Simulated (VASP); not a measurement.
# Pt (Fm-3m) in VASP: a series of runs, part 2 of 2

VASP 6.6.1. Earlier steps stand in the parts before.

### 3 Single point, PBE

This run uses another cell than the first one, of 15.61 Å³/atom, 1.036 times its volume.

File INCAR:

```
SYSTEM = Pt
PREC     = Accurate       ! precision mode
ENCUT    = 500            ! plane-wave cutoff, eV
EDIFF    = 1E-6           ! SCF threshold, eV
ISMEAR   = 0              ! smearing method
SIGMA    = 0.05           ! smearing width, eV
LREAL    = .False.        ! projectors in reciprocal space
LASPH    = .True.         ! aspherical terms in the spheres
NELM     = 120            ! most SCF steps
ALGO     = Normal         ! electronic algorithm
ISIF     = 2              ! what is computed and relaxed
LWAVE    = .False.        ! write WAVECAR
LCHARG   = .False.        ! write CHGCAR
GGA      = PE             ! functional
NBANDS   = 11             ! bands
GGA_COMPAT= .False.
```

File KPOINTS:

```
Automatic mesh
0
Gamma
  8 8 8
  0 0 0
```

File POSCAR:

```
Pt
1.0
    0.0000000000      1.9834739730      1.9834739730
    1.9834739730      0.0000000000      1.9834739730
    1.9834739730      1.9834739730      0.0000000000
Pt
1
Direct
    0.0000000000      0.0000000000      0.0000000000
```

Potentials or basis: VASP PAW PBE potentials, release 64 (Pt).

Command:

```sh
> cat potpaw_PBE.64/Pt/POTCAR > POTCAR
> mpirun -np 1 vasp_std > vasp.out
```

OUTCAR:

```text
SYSTEM = Pt
   PREC = Accurate
   ENCUT = 500
   EDIFF = 1E-6
   ISMEAR = 0
   LREAL = .False.
   LASPH = .True.
   NELM = 120
   ISIF = 2
   GGA = PE

 ion  position               nearest neighbor table
   1  0.000  0.000  0.000-

  LATTYP: Found a face centered cubic cell.
 ALAT       =     3.9669479460

  Lattice vectors:

 A1 = (   0.0000000000,   1.9834739730,   1.9834739730)
 A2 = (   1.9834739730,   0.0000000000,   1.9834739730)
 A3 = (   1.9834739730,   1.9834739730,   0.0000000000)

Analysis of symmetry for initial positions (statically):
=====================================================================
 Subroutine PRICEL returns:
 Original cell was already a primitive cell.

 Routine SETGRP: Setting up the symmetry group for a
 face centered cubic supercell.

 Subroutine GETGRP returns: Found 48 space group operations
 (whereof 48 operations were pure point group operations)
 out of a pool of 48 trial point group operations.

The static configuration has the point symmetry O_h .

Analysis of symmetry for dynamics (positions and initial velocities):
=====================================================================
 Subroutine PRICEL returns:
 Original cell was already a primitive cell.

 Routine SETGRP: Setting up the symmetry group for a
 face centered cubic supercell.

 Subroutine GETGRP returns: Found 48 space group operations
 (whereof 48 operations were pure point group operations)
 out of a pool of 48 trial point group operations.

The dynamic configuration has the point symmetry O_h .

 Subroutine INISYM returns: Found 48 space group operations
 (whereof 48 operations are pure point group operations),
 and found     1 'primitive' translations

----------------------------------------------------------------------------------------

                                     Primitive cell

  volume of cell :      15.6066

  direct lattice vectors                    reciprocal lattice vectors
     0.000000000  1.983473973  1.983473973    -0.252082965  0.252082965  0.252082965
     1.983473973  0.000000000  1.983473973     0.252082965 -0.252082965  0.252082965
     1.983473973  1.983473973  0.000000000     0.252082965  0.252082965 -0.252082965

  length of vectors
     2.805055793  2.805055793  2.805055793     0.436620503  0.436620503  0.436620503

  position of ions in fractional coordinates (direct lattice)
     0.000000000  0.000000000  0.000000000

  ion indices of the primitive-cell ions
   primitive index   ion index
                 1           1

----------------------------------------------------------------------------------------

 KPOINTS: Automatic mesh

Automatic generation of k-mesh.
 Grid dimensions read from file:
 generate k-points for:    8    8    8

 Generating k-lattice:

  Cartesian coordinates                     Fractional coordinates (reciprocal lattice)
    -0.031510371  0.031510371  0.031510371     0.125000000  0.000000000  0.000000000
     0.031510371 -0.031510371  0.031510371     0.000000000  0.125000000  0.000000000
     0.031510371  0.031510371 -0.031510371     0.000000000  0.000000000  0.125000000

  Length of vectors
     0.054577563  0.054577563  0.054577563

  Shift w.r.t. Gamma in fractional coordinates (k-lattice)
     0.000000000  0.000000000  0.000000000

 Subroutine IBZKPT returns following result:
 ===========================================

 Found     29 irreducible k-points:

 Following reciprocal coordinates:
            Coordinates               Weight
  0.000000  0.000000  0.000000      1.000000
  0.125000  0.000000  0.000000      8.000000
  0.250000  0.000000  0.000000      8.000000
  0.375000  0.000000  0.000000      8.000000
  0.500000  0.000000  0.000000      4.000000
  0.125000  0.125000  0.000000      6.000000
[... 16 lines left out ...]
  0.500000  0.250000  0.125000     48.000000
 -0.375000  0.250000  0.125000     24.000000
 [... further k-points ...]
   k-points           NKPTS =     29   k-points in BZ     NKDIM =     29   number of bands    NBANDS=     11
   number of dos      NEDOS =    301   number of ions     NIONS =      1
   total plane-waves  NPLWV =   8000
   dimension x,y,z NGX =    20 NGY =   20 NGZ =   20
   dimension x,y,z NGXF=    40 NGYF=   40 NGZF=   40
   ions per type =               1
   NGX,Y,Z   is equivalent  to a cutoff of  11.85, 11.85, 11.85 a.u.
   NGXF,Y,Z  is equivalent  to a cutoff of  23.71, 23.71, 23.71 a.u.
 SYSTEM =  Pt
   PREC   = accura    normal or accurate (medium, high low for compatibility)
   ISTART =      0    job   : 0-new  1-cont  2-samecut
   ICHARG =      2    charge: 1-file 2-atom 10-const
   ISPIN  =      1    spin polarized calculation?
   LNONCOLLINEAR =      F non collinear calculations
   LSORBIT =      F    spin-orbit coupling
   LASPH  =      T    aspherical Exc in radial PAW
   ENCUT  =  500.0 eV  36.75 Ry    6.06 a.u.   5.11  5.11  5.11*2*pi/ulx,y,z
   NELM   =    120;   NELMIN=  2; NELMDL= -5     # of ELM steps
   EDIFF  = 0.1E-05   stopping-criterion for ELM
   LREAL  =      F    real-space projection
   EDIFFG = 0.1E-04   stopping-criterion for IOM
   NSW    =      0    number of steps for IOM
   IBRION =     -1    ionic relax: 0-MD 1-quasi-New 2-CG
   NFREE  =      0    steps in history (QN), initial steepest desc. (CG)
   ISIF   =      2    stress and relaxation
   ISYM   =      2    0-nonsym 1-usesym 2-fastsym
   POTIM  = 0.5000    time-step for ionic-motion
   TEBEG  =    0.0;   TEEND  =   0.0 temperature during run
   PSTRESS=    0.0 pullay stress
   NELECT =      10.0000    total number of electrons
   NUPDOWN=      -1.0000    fix difference up-down
   EMIN   =  10.00;   EMAX   =-10.00  energy-range for DOS
   EFERMI =   0.00;   METHOD = LEGACY
   ISMEAR =     0;   SIGMA  =   0.05  broadening in eV -4-tet -1-fermi 0-gaus
   EFERMI_NEDOS =   21; number of points for ismear=-14 and -15
   IALGO  =     38    algorithm
   IMIX   =      4    mixing-type and parameters
     AMIX     =   0.40;   BMIX     =  1.00
     AMIX_MAG =   1.60;   BMIX_MAG =  1.00
  volume/ion in A,a.u.               =      15.61       105.32
  Fermi-wavevector in a.u.,A,eV,Ry     =   1.411362  2.667087 27.102014  1.991942
  Thomas-Fermi vector in A             =   2.533221
   LORBIT       =      0    0 simple, 1 ext, 2 COOP (PROOUT), +10 PAW based schemes
   GGA     = PE    functional components
   LHFCALC =     F    Hartree Fock is set to
   AEXX    =    0.0000 exact exchange contribution
   IVDW    =     0    specifies the selected vdW correction
   LEPSILON=     F    determine dielectric tensor
   LRPA    =     F    only Hartree local field effects (RPA)
 non-spin polarized calculation
 Gauss-broadening in eV      SIGMA  =   0.05
  energy-cutoff  :      500.00
  volume of cell :       15.61
 maximum number of plane-waves:       415
   NGX = 11   NGY = 11   NGZ = 11

 number of electron      10.0000002 magnetization

 Free energy of the ion-electron system (eV)
  ---------------------------------------------------
  ext. energy  EPLUGINS =         0.00000000
  ---------------------------------------------------
  free energy    TOTEN  =        -6.08267301 eV

  energy without entropy =       -6.07969345  energy(sigma->0) =       -6.08118323

 E-fermi :  10.5655     XC(G=0): -13.2933

 val. band max:       10.5506166445   @ k =  -0.2500   0.1250   0.0000
 cond. band min:      10.5731090959   @ k =   0.5000   0.5000   0.0000
 fundamental gap:      0.0224924514
 Fermi energy:        10.5654732652

 k-point     1 :       0.0000    0.0000    0.0000
  band No.  band energies     occupation
      1       0.7815      2.00000
      2       7.0024      2.00000
      3       7.0024      2.00000
      4       7.0024      2.00000
      5       9.0334      2.00000
      6       9.0334      2.00000
      7      25.3517      0.00000
      8      30.1235      0.00000
      9      30.1235      0.00000
     10      30.1235      0.00000
     11      35.3536      0.00000

 k-point     2 :       0.1250    0.0000    0.0000
  band No.  band energies     occupation
      1       1.3725      2.00000
      2       6.7765      2.00000
      3       7.2105      2.00000
      4       7.2105      2.00000
      5       8.9411      2.00000
      6       8.9411      2.00000
      7      26.1808      0.00000
      8      27.6664      0.00000
      9      31.0051      0.00000
     10      31.0051      0.00000
     11      36.3942      0.00000
[... 295 lines left out ...]
 k-point    24 :      -0.3750    0.2500    0.1250
  band No.  band energies     occupation
      1       4.8562      2.00000
      2       6.0457      2.00000
      3       7.3411      2.00000
      4       8.0502      2.00000
      5      10.3943      2.00000
      6      14.9387      0.00000
      7      15.9068      0.00000
      8      25.0098      0.00000
      9      25.5010      0.00000
     10      29.5871      0.00000
     11      36.4304      0.00000

 [... further k-points ...]
[... 5 lines left out ...]
  --------------------------------------------------------------------------------------
  -------------------------------------------------------------------------------------
  Total       -0.0618045     -0.0618045     -0.0618045      0.0000000      0.0000000      0.0000000
  in kB       -6.3448492     -6.3448492     -6.3448492      0.0000000      0.0000000      0.0000000
  external PRESSURE =      -6.3448492 kB  Pullay stress =       0.0000000 kB

 VOLUME and BASIS-vectors are now :
 -----------------------------------------------------------------------------
  energy-cutoff  :      500.00
  volume of cell :       15.61
      direct lattice vectors                 reciprocal lattice vectors
     0.000000000  1.983473973  1.983473973    -0.252082965  0.252082965  0.252082965
     1.983473973  0.000000000  1.983473973     0.252082965 -0.252082965  0.252082965
     1.983473973  1.983473973  0.000000000     0.252082965  0.252082965 -0.252082965

 POSITION                                       TOTAL-FORCE (eV/Angst)
 -----------------------------------------------------------------------------------
      0.00000      0.00000      0.00000         0.000000     -0.000000     -0.000000
 -----------------------------------------------------------------------------------
    total drift:                               -0.000000     -0.000000     -0.000000

  FREE ENERGIE OF THE ION-ELECTRON SYSTEM (eV)
  ---------------------------------------------------
  free  energy   TOTEN  =        -6.0826730083 eV

  energy  without entropy=       -6.0796934501  energy(sigma->0) =       -6.08118323
```

It used 5.3 s of CPU time on 1 thread of AMD EPYC 7R13 Processor (Zen 3), on a shared host.

Results:

```yaml
Free_energy: -6.0827 eV
Pressure: -0.6 GPa
Band_gap_on_the_k_mesh: zero (band 5 reaches 11.03 eV, above the bottom of band 6 at 8.94 eV)
```

Levels at points of the mesh, in eV from the Fermi level:
```
           k point  band 1  band 2  band 3  band 4  band 5  band 6  band 7  band 8  band 9  band 10
(0.00, 0.00, 0.00)   -9.78   -3.56   -3.56   -3.56   -1.53   -1.53   14.79   19.56   19.56    19.56
(0.50, 0.00, 0.00)   -6.94   -3.62   -3.62   -0.28    0.04    0.04    5.61   14.34   18.79    18.79
(0.50, 0.50, 0.00)   -6.67   -6.24    0.01    0.47    0.47    1.90    8.54   11.34   11.34    19.78
```

Caveat: spin-orbit coupling is left out, which moves the levels of the heavy elements.
